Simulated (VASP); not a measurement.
# Cu2F3 (C2/c) in VASP: single point with r2SCAN

Aim: the single point of Cu2F3 with r2SCAN.

All numbers are computed with VASP 6.6.1; they aren't measurements. Logs are shortened: lines on timing, memory, paths and dates and some standing lists are left out, and cuts for length are marked.

**1. The cell of the first run**

The structure is monoclinic, space group C2/c (No. 15). Conventional cell: a = 9.093 Å, b = 5.471 Å, c = 5.894 Å, α = 90.00°, β = 126.73°, γ = 90.00°. F (site symmetry 1) has 4 Cu at 1.97 to 2.62 Å and 11 F at 2.62 to 3.30 Å within 3.3 Å. F (site symmetry 2) has 4 Cu at 2.08 to 2.18 Å and 10 F at 2.81 to 2.99 Å within 3.0 Å. Within 2.7 Å of Cu (site symmetry 1) lie 6 F at 1.97 to 2.62 Å.

**2. Single point, r2SCAN**

Input file POSCAR:

```
Cu2F3
1.0
    3.3917815566      2.7353188258      3.0274173552
    3.3917815566     -2.7353188258      3.0274173552
    3.9076573204      2.7353188258     -2.8435015833
F Cu
6 4
Direct
    0.5569757124      0.5567969637      0.7005573479
    0.1437603843      0.2424669397      0.7994426521
    0.4430242876      0.4432030363      0.2994426521
    0.8562396157      0.7575330603      0.2005573479
    0.2308372951      0.0191627049      0.2500000000
    0.7691627049      0.9808372951      0.7500000000
    0.2880892280      0.3441787808      0.0599338730
    0.7157550922      0.1519768990      0.4400661270
    0.7119107720      0.6558212192      0.9400661270
    0.2842449078      0.8480231010      0.5599338730
```

Input file INCAR.step1:

```
ALGO = Normal
EDIFF = 1E-4
ENCUT = 520
GGA = PE
ISMEAR = -1
LASPH = True
LCHARG = False
LREAL = False
LWAVE = True
NBANDS = 54
NELM = 100
PREC = Accurate
SIGMA = 0.0946
```

Input file INCAR.step2:

```
ALGO = Normal
EDIFF = 1E-7
ENCUT = 520
ISIF = 2
ISMEAR = -1
ISTART = 1
LASPH = True
LCHARG = False
LMIXTAU = True
LREAL = False
LWAVE = False
METAGGA = R2SCAN
NBANDS = 54
NELM = 100
PREC = Accurate
SIGMA = 0.0946
```

Input file KPOINTS:

```
k-points
0
Gamma
  5 5 5
```

Potentials or basis: VASP PAW PBE potentials, release 64 (F, Cu).

The run is started by

```bash
> cat potpaw_PBE.64/F/POTCAR potpaw_PBE.64/Cu/POTCAR > POTCAR
> cp INCAR.step1 INCAR
> mpirun -np 1 vasp_std > vasp.out
> cp INCAR.step2 INCAR
> mpirun -np 1 vasp_std > vasp.out
```

OUTCAR:

```text
EDIFF = 1E-7
   ENCUT = 520
   ISIF = 2
   ISMEAR = -1
   ISTART = 1
   LASPH = True
   LREAL = False
   METAGGA = R2SCAN
   NELM = 100
   PREC = Accurate

 ion  position               nearest neighbor table
   1  0.557  0.557  0.701-   9 1.97   8 2.03  10 2.04
   2  0.144  0.242  0.799-  10 1.97   7 2.03   9 2.04
   3  0.443  0.443  0.299-   7 1.97  10 2.03   8 2.04
   4  0.856  0.758  0.201-   8 1.97   9 2.03   7 2.04
   5  0.231  0.019  0.250-  10 2.08   9 2.08   7 2.18   8 2.18
   6  0.769  0.981  0.750-   8 2.08   7 2.08   9 2.18  10 2.18
   7  0.288  0.344  0.060-   3 1.97   2 2.03   4 2.04   6 2.08   5 2.18
   8  0.716  0.152  0.440-   4 1.97   1 2.03   3 2.04   6 2.08   5 2.18
   9  0.712  0.656  0.940-   1 1.97   4 2.03   2 2.04   5 2.08   6 2.18
  10  0.284  0.848  0.560-   2 1.97   3 2.03   1 2.04   5 2.08   6 2.18

  LATTYP: Found a base centered monoclinic cell.
 ALAT       =     9.0927307164
 B/A-ratio  =     0.6016495839
 C/A-ratio  =     0.6481595529
 COS(beta)  =    -0.5980395589

  Lattice vectors:

 A1 = (   3.3917815566,   2.7353188258,   3.0274173552)
 A2 = (   3.3917815566,  -2.7353188258,   3.0274173552)
 A3 = (   0.5158757638,   0.0000000000,  -5.8709189385)

Analysis of symmetry for initial positions (statically):
=====================================================================
 Subroutine PRICEL returns:
 Original cell was already a primitive cell.

 Routine SETGRP: Setting up the symmetry group for a
 base centered monoclinic supercell.

 Subroutine GETGRP returns: Found  4 space group operations
 (whereof  2 operations were pure point group operations)
 out of a pool of  4 trial point group operations.

The static configuration has the point symmetry S_2 .
 The point group associated with its full space group is C_2h.

Analysis of symmetry for dynamics (positions and initial velocities):
=====================================================================
 Subroutine PRICEL returns:
 Original cell was already a primitive cell.

 Routine SETGRP: Setting up the symmetry group for a
 base centered monoclinic supercell.

 Subroutine GETGRP returns: Found  4 space group operations
 (whereof  2 operations were pure point group operations)
 out of a pool of  4 trial point group operations.

The dynamic configuration has the point symmetry S_2 .
 The point group associated with its full space group is C_2h.

 Subroutine INISYM returns: Found  4 space group operations
[... 113 lines left out ...]
   EDIFF  = 0.1E-06   stopping-criterion for ELM
   LREAL  =      F    real-space projection
   EDIFFG = 0.1E-05   stopping-criterion for IOM
   NSW    =      0    number of steps for IOM
   IBRION =     -1    ionic relax: 0-MD 1-quasi-New 2-CG
   NFREE  =      0    steps in history (QN), initial steepest desc. (CG)
   ISIF   =      2    stress and relaxation
   ISYM   =      2    0-nonsym 1-usesym 2-fastsym
   POTIM  = 0.5000    time-step for ionic-motion
   TEBEG  =    0.0;   TEEND  =   0.0 temperature during run
   PSTRESS=    0.0 pullay stress
   NELECT =      86.0000    total number of electrons
   NUPDOWN=      -1.0000    fix difference up-down
   EMIN   =  10.00;   EMAX   =-10.00  energy-range for DOS
   EFERMI =   0.00;   METHOD = LEGACY
   ISMEAR =    -1;   SIGMA  =   0.09  broadening in eV -4-tet -1-fermi 0-gaus
   EFERMI_NEDOS =   21; number of points for ismear=-14 and -15
   IALGO  =     38    algorithm
   IMIX   =      4    mixing-type and parameters
     AMIX     =   0.40;   BMIX     =  1.00
     AMIX_MAG =   1.60;   BMIX_MAG =  1.00
  volume/ion in A,a.u.               =      11.75        79.28
  Fermi-wavevector in a.u.,A,eV,Ry     =   1.475434  2.788165 29.618580  2.176904
  Thomas-Fermi vector in A             =   2.590083
   LORBIT       =      0    0 simple, 1 ext, 2 COOP (PROOUT), +10 PAW based schemes
   METAGGA = R2SCAN    functional components
   LHFCALC =     F    Hartree Fock is set to
   AEXX    =    0.0000 exact exchange contribution
   IVDW    =     0    specifies the selected vdW correction
   LEPSILON=     F    determine dielectric tensor
   LRPA    =     F    only Hartree local field effects (RPA)
 non-spin polarized calculation
  energy-cutoff  :      520.00
  volume of cell :      117.48
 maximum number of plane-waves:      3180
   NGX = 19   NGY = 19   NGZ = 21

 number of electron      85.9999927 magnetization

 Free energy of the ion-electron system (eV)
  ---------------------------------------------------
  ext. energy  EPLUGINS =         0.00000000
  ---------------------------------------------------
  free energy    TOTEN  =       -76.90537155 eV

  energy without entropy =      -76.62268943  energy(sigma->0) =      -76.76403049

 E-fermi :   2.7155     XC(G=0): -11.0349

 val. band max:        2.7114768370   @ k =   0.4000   0.4000   0.2000
 cond. band min:       2.7187262953   @ k =   0.4000  -0.2000   0.2000
 fundamental gap:      0.0072494583
 Fermi energy:         2.7155400633

 k-point     1 :       0.0000    0.0000    0.0000
  band No.  band energies     occupation
      1     -22.9439      2.00000
      2     -22.5572      2.00000
      3     -22.4616      2.00000
      4     -22.4594      2.00000
      5     -22.1366      2.00000
      6     -22.0647      2.00000
[... 1357 lines left out ...]
     53      13.5303      0.00000
     54      13.8237      0.00000

 [... further k-points ...]
[... 5 lines left out ...]
  --------------------------------------------------------------------------------------
  -------------------------------------------------------------------------------------
  Total        0.5350050      0.4019231     -0.0571665      0.0000000      0.0000000     -0.0234517
  in kB        7.2963293      5.4813755     -0.7796301      0.0000000      0.0000000     -0.3198313
  external PRESSURE =       3.9993583 kB  Pullay stress =       0.0000000 kB

 VOLUME and BASIS-vectors are now :
 -----------------------------------------------------------------------------
  energy-cutoff  :      520.00
  volume of cell :      117.48
      direct lattice vectors                 reciprocal lattice vectors
     3.391781557  2.735318826  3.027417355    -0.004282161  0.182794048  0.169954814
     3.391781557 -2.735318826  3.027417355     0.136694197 -0.182794048  0.012011275
     3.907657320  2.735318826 -2.843501583     0.140976358  0.000000000 -0.157943539

 POSITION                                       TOTAL-FORCE (eV/Angst)
 -----------------------------------------------------------------------------------
      6.51521      1.91674      1.37982        -0.000721     -0.004529     -0.014396
      4.43395      1.91674     -1.10395         0.000721     -0.004529      0.014396
      4.17601      0.81858      1.83151         0.000721      0.004529      0.014396
      6.25727      0.81858      4.31528        -0.000721      0.004529     -0.014396
      1.82486      1.26283      0.04598        -0.000000     -0.031890      0.000000
      8.86636      1.47249      3.16535         0.000000      0.031890     -0.000000
      2.37872      0.01052      1.74372         0.007987      0.000158     -0.008310
      4.66278      2.74583      1.37566        -0.007987      0.000158      0.008310
      8.31250      2.72480      1.46762        -0.007987     -0.000158      0.008310
      6.02844     -0.01052      1.83567         0.007987     -0.000158     -0.008310
 -----------------------------------------------------------------------------------
    total drift:                                0.000000     -0.000000      0.000000

  FREE ENERGIE OF THE ION-ELECTRON SYSTEM (eV)
  ---------------------------------------------------
  free  energy   TOTEN  =       -76.9053715518 eV

  energy  without entropy=      -76.6226894270  energy(sigma->0) =      -76.76403049
```

OUTCAR.step1:

```text
EDIFF = 1E-4
   ENCUT = 520
   GGA = PE
   ISMEAR = -1
   LASPH = True
   LREAL = False
[... 1623 lines left out ...]
      4.66278      2.74583      1.37566        -0.025848     -0.004787      0.006412
      8.31250      2.72480      1.46762        -0.025848      0.004787      0.006412
      6.02844     -0.01052      1.83567         0.025848      0.004787     -0.006412
 -----------------------------------------------------------------------------------
    total drift:                                0.000000     -0.000000      0.000000

  FREE ENERGIE OF THE ION-ELECTRON SYSTEM (eV)
  ---------------------------------------------------
  free  energy   TOTEN  =       -38.7022415064 eV

  energy  without entropy=      -38.4099163400  energy(sigma->0) =      -38.55607892
```

OSZICAR.step1:

```text
N       E                     dE             d eps       ncg     rms          rms(c)
DAV:   1     0.124242454458E+04    0.12424E+04   -0.40039E+04  4234   0.234E+03
DAV:   2     0.207104487787E+03   -0.10353E+04   -0.96482E+03  4372   0.590E+02
DAV:   3    -0.258713988869E+02   -0.23298E+03   -0.22488E+03  4886   0.289E+02
DAV:   4    -0.443889822097E+02   -0.18518E+02   -0.18053E+02  6160   0.891E+01
DAV:   5    -0.447396950674E+02   -0.35071E+00   -0.34998E+00  6060   0.150E+01    0.151E+01
DAV:   6    -0.394503939610E+02    0.52893E+01   -0.35834E+01  6104   0.738E+01    0.741E+00
DAV:   7    -0.387481737721E+02    0.70222E+00   -0.60504E+00  5966   0.435E+01    0.293E+00
DAV:   8    -0.387240938154E+02    0.24080E-01   -0.44750E-01  5384   0.394E+00    0.123E+00
DAV:   9    -0.387005486924E+02    0.23545E-01   -0.54379E-02  6298   0.292E+00    0.195E-01
DAV:  10    -0.387021543760E+02   -0.16057E-02   -0.16149E-02  6146   0.977E-01    0.145E-01
DAV:  11    -0.387022415064E+02   -0.87130E-04   -0.52870E-04  4810   0.326E-01
   1 F= -.38702242E+02 E0= -.38556079E+02  d E =-.292325E+00
```

Run time: 7.8 min. Hardware: 1 thread of Intel Xeon 6975P-C (Granite Rapids), shared host; peak memory 0.38 GiB.

What came out:

```yaml
Free_energy: -76.9054 eV
Pressure: 0.4 GPa
Largest_force: 0.032 eV/Å
Band_gap_on_the_k_mesh: zero (bands 43 and 44 overlap by 0.22 eV)
```

Forces in eV/Å, atoms in the order of the input:
```
F   -0.001 -0.005 -0.014
F    0.001 -0.005  0.014
F    0.001  0.005  0.014
F   -0.001  0.005 -0.014
F    0.000 -0.032  0.000
F    0.000  0.032  0.000
Cu   0.008  0.000 -0.008
Cu  -0.008  0.000  0.008
Cu  -0.008  0.000  0.008
Cu   0.008  0.000 -0.008
```

Caveat: the PAW data sets were made with another functional, which shifts forces and pressure a little.
